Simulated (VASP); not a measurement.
Write the native input for VASP 6.6.1 that does the following.

| Quantity | Value |
| --- | --- |
| Task | single point |
| Functional | PBE |
| Potentials or basis | VASP PAW PBE potentials, release 64 (Zr_sv, O) |
| Cutoff | 520 eV |
| k mesh | 12 × 12 × 12 |
| Occupations | gaussian, width 0.1 eV |
| Spin | no spin polarisation |
| Dipole correction | no |
| Further INCAR settings | ALGO = Normal; EDIFF = 1e-07; NBANDS = 30 |

The structure of ZrO5 lies in POSCAR:

```
ZrO5
1.0
    0.0000000000      2.9719023268      2.9719023268
    2.9719023268      0.0000000000      2.9719023268
    2.9719023268      2.9719023268      0.0000000000
Zr O
1 5
Direct
    0.0000000000      0.0000000000      0.0000000000
    0.7500000000      0.7500000000      0.7500000000
    0.3742394562      0.3742394562      0.8772816314
    0.3742394562      0.8772816314      0.3742394562
    0.3742394562      0.3742394562      0.3742394562
    0.8772816314      0.3742394562      0.3742394562
```

These files were run (other wordings do the same):

INCAR

```
PREC = Accurate ; ENCUT = 520
EDIFF = 1E-7 ; ISMEAR = 0
SIGMA = 0.1 ; LREAL = False
LASPH = True ; NELM = 80
ALGO = Normal ; ISIF = 2
LWAVE = False ; LCHARG = True
GGA = PE ; LELF = True
LVHAR = True ; NBANDS = 30
```

KPOINTS

```
regular mesh
0
Gamma
  12 12 12
```

Potentials or basis: VASP PAW PBE potentials, release 64 (Zr_sv, O).

Command:

```sh
$ cat potpaw_PBE.64/Zr_sv/POTCAR potpaw_PBE.64/O/POTCAR > POTCAR
$ mpirun -np 1 vasp_std > vasp.out
```

It gave:

```json
{
 "Pressure": "-0.1 GPa",
 "Largest force": "0.009 eV/Å",
 "Band gap on the k mesh": "zero (band 21 reaches 6.88 eV, above the bottom of band 22 at 6.05 eV)"
}
```

It took 56 s on 1 thread of Intel(R) Xeon(R) 6975P-C (Granite Rapids), with other jobs on the host, peak memory 0.23 GiB.
